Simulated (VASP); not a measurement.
# SrTiC2 (P6/mmm) in VASP: notebook, part 2 of 2

VASP 6.6.1.

### 4 Relaxation of cell and atoms, PBE

This run uses another cell than the first one, of 19.72 Å³/atom.

Contents of INCAR:

```
ALGO = Normal
EDIFF = 1E-6
EDIFFG = -0.04
ENCUT = 600
GGA = PE
IBRION = 2
ISIF = 3
ISMEAR = 0
LASPH = True
LCHARG = False
LREAL = False
LWAVE = False
NELM = 100
NSW = 90
PREC = Accurate
SIGMA = 0.1
```

Contents of KPOINTS:

```
k-points
0
Gamma
  6 6 4
```

Contents of POSCAR:

```
SrTiC2
1.0
    3.9155868900      0.0000000000      0.0000000000
   -1.9577934400      3.3909977200      0.0000000000
    0.0000000000      0.0000000000      5.9406294400
Sr Ti C
1 1 2
Direct
    0.0000000000      0.0000000000      0.5000000000
    0.0000000000      0.0000000000      0.0000000000
    0.3333333300      0.6666666700      0.0000000000
    0.6666666700      0.3333333300      0.0000000000
```

Potentials or basis: VASP PAW PBE potentials, release 64 (Sr_sv, Ti_sv, C).

Launch:

```
$ cat potpaw_PBE.64/Sr_sv/POTCAR potpaw_PBE.64/Ti_sv/POTCAR potpaw_PBE.64/C/POTCAR > POTCAR
$ mpirun -np 1 vasp_std > vasp.out
```

OUTCAR:

```text
EDIFF = 1E-6
   EDIFFG = -0.04
   ENCUT = 600
   GGA = PE
   IBRION = 2
   ISIF = 3
   ISMEAR = 0
   LASPH = True
   LREAL = False
   NELM = 100
   NSW = 90
   PREC = Accurate

 ion  position               nearest neighbor table
   1  0.000  0.000  0.500-   2 2.97   2 2.97
   2  0.000  0.000  0.000-   3 2.26   4 2.26   3 2.26   4 2.26   4 2.26   3 2.26   1 2.97   1 2.97

   3  0.333  0.667  0.000-   2 2.26   2 2.26   2 2.26
   4  0.667  0.333  0.000-   2 2.26   2 2.26   2 2.26

  LATTYP: Found a hexagonal cell.
 ALAT       =     3.9155868900
 C/A-ratio  =     1.5171747191

  Lattice vectors:

 A1 = (   3.9155868900,   0.0000000000,   0.0000000000)
 A2 = (  -1.9577934400,   3.3909977200,   0.0000000000)
 A3 = (   0.0000000000,   0.0000000000,   5.9406294400)

Analysis of symmetry for initial positions (statically):
=====================================================================
 Subroutine PRICEL returns:
 Original cell was already a primitive cell.

 Routine SETGRP: Setting up the symmetry group for a
 hexagonal supercell.

 Subroutine GETGRP returns: Found 24 space group operations
 (whereof 24 operations were pure point group operations)
 out of a pool of 24 trial point group operations.

[... 153 lines left out ...]

--------------------------------------- Ionic step        1  -------------------------------------------

 number of electron      29.9999993 magnetization

 Free energy of the ion-electron system (eV)
  ---------------------------------------------------
  ext. energy  EPLUGINS =         0.00000000
  ---------------------------------------------------
  free energy    TOTEN  =       -21.47720710 eV

  energy without entropy =      -21.44693457  energy(sigma->0) =      -21.46207083

------------------------ aborting loop because EDIFF is reached ----------------------------------------

  FORCE on cell =-STRESS in cart. coord.  units (eV):
  Direction    XX          YY          ZZ          XY          YZ          ZX
  --------------------------------------------------------------------------------------
  -------------------------------------------------------------------------------------
  Total       -3.6920135     -3.6920135      0.6092519     -0.0000000      0.0000000      0.0000000
  in kB      -74.9923626    -74.9923627     12.3751549     -0.0000001      0.0000000      0.0000000
  external PRESSURE =     -45.8698568 kB  Pullay stress =       0.0000000 kB
[... 177 lines left out ...]
--------------------------------------- Ionic step        6  -------------------------------------------

 number of electron      30.0000006 magnetization

 Free energy of the ion-electron system (eV)
  ---------------------------------------------------
  ext. energy  EPLUGINS =         0.00000000
  ---------------------------------------------------
  free energy    TOTEN  =       -21.61149663 eV

  energy without entropy =      -21.57646796  energy(sigma->0) =      -21.59398230

 E-fermi :   4.4077     XC(G=0):  -9.6188

 val. band max:        4.3940089492   @ k =   0.3333   0.1667   0.0000
 cond. band min:       4.4090337714   @ k =   0.3333   0.3333   0.2500
 fundamental gap:      0.0150248221
 Fermi energy:         4.4076859144

 k-point     1 :       0.0000    0.0000    0.0000
  band No.  band energies     occupation
      1     -52.1143      2.00000
      2     -32.0724      2.00000
      3     -28.6501      2.00000
      4     -28.2974      2.00000
      5     -28.2974      2.00000
      6     -14.1012      2.00000
[... 482 lines left out ...]
  FREE ENERGIE OF THE ION-ELECTRON SYSTEM (eV)
  ---------------------------------------------------
  free  energy   TOTEN  =       -21.6114966279 eV

  energy  without entropy=      -21.5764679649  energy(sigma->0) =      -21.59398230

 reached required accuracy - stopping structural energy minimisation
```

OSZICAR:

```text
N       E                     dE             d eps       ncg     rms          rms(c)
DAV:   1     0.282510067326E+03    0.28251E+03   -0.15710E+04   798   0.171E+03
DAV:   2     0.923336509440E+01   -0.27328E+03   -0.26753E+03   812   0.429E+02
DAV:   3    -0.257542035595E+02   -0.34988E+02   -0.33812E+02  1529   0.122E+02
DAV:   4    -0.272158238751E+02   -0.14616E+01   -0.14290E+01  1118   0.233E+01
[... 67 lines left out ...]
DAV:   7    -0.216114966956E+02   -0.35570E-03   -0.26514E-03  1225   0.334E-01    0.974E-02
DAV:   8    -0.216114981078E+02   -0.14123E-05   -0.39668E-04  1242   0.148E-01    0.167E-02
DAV:   9    -0.216114977565E+02    0.35134E-06   -0.25917E-05  1227   0.340E-02    0.147E-02
DAV:  10    -0.216114964716E+02    0.12849E-05   -0.19030E-06   735   0.117E-02    0.448E-03
DAV:  11    -0.216114966279E+02   -0.15633E-06   -0.40193E-07   492   0.518E-03
   6 F= -.21611497E+02 E0= -.21593982E+02  d E =-.648587E-02
```

It took 81 s on 1 thread of Intel Xeon 6975P-C (Granite Rapids), shared host; peak memory 0.25 GiB.

What came out:

| Item | Value |
| --- | --- |
| Free energy | -21.6115 eV |
| Relaxed volume | 19.04 Å³/atom |
| Relaxed cell | a = 3.791 Å, b = 3.791 Å, c = 6.119 Å, α = 90.00°, β = 90.00°, γ = 120.00° |
| Space group after relaxing (to 0.1 Å) | P6/mmm (No. 191) |
| Energy gained by relaxing | 33.6 meV/atom |
| Ionic steps | 6 |
| Pressure after relaxing | -0.1 GPa |
| Band gap on the k mesh | zero (bands 15 and 16 overlap by 0.78 eV) |

Step by step:
```
step  energy change (eV)  largest force (eV/Å)  pressure (GPa)  volume (Å³)
   1              0.0000                0.0000           -4.59        78.88
   2             -0.1054                0.0000            3.12        72.54
   3             -0.1278                0.0000            0.59        74.28
   4             -0.1278                0.0000            0.48        74.37
   5             -0.1320                0.0000            0.28        74.93
   6             -0.1343                0.0000           -0.09        76.17
```

Final structure:
```
Sr Ti C
1.0
     3.79120    0.00000    0.00000
    -1.89560    3.28328    0.00000
     0.00000    0.00000    6.11908
Sr Ti C
1 1 2
Direct
  0.00000 0.00000 0.50000
  0.00000 0.00000 0.00000
  0.33333 0.66667 0.00000
  0.66667 0.33333 0.00000
```

### 5 The runs side by side

| task | spin | cell | k mesh | cutoff (eV) | gap on the mesh (eV) | pressure (GPa) |
| --- | --- | --- | --- | --- | --- | --- |
| single point | collinear | a = 3.775, b = 3.775, c = 6.284 Å, angles 90.0, 90.0, 120.0°, 4 atoms | 12 × 12 × 8 | 520 | none | 0.1 |
| single point | off | a = 3.791, b = 3.791, c = 6.092 Å, angles 90.0, 90.0, 120.0°, 4 atoms | 6 × 6 × 4 | 520 | none | 0.1 |
| relaxation of cell and atoms | off | relaxed from a = 3.916, b = 3.916, c = 5.941 Å, angles 90.0, 90.0, 120.0°, 4 atoms | 6 × 6 × 4 | 600 | none | -0.1 |

Alike in all rows: level PBE; potentials or basis VASP PAW PBE potentials, release 64 (Sr_sv, Ti_sv, C); smearing gaussian 0.1 eV.

Caveats: a moment this small can come from the mesh or the smearing (at least some runs).

Absolute energies hang on the potentials; compare differences alone.

The gap in the log of VASP goes by the Fermi energy; the results here count the filled bands.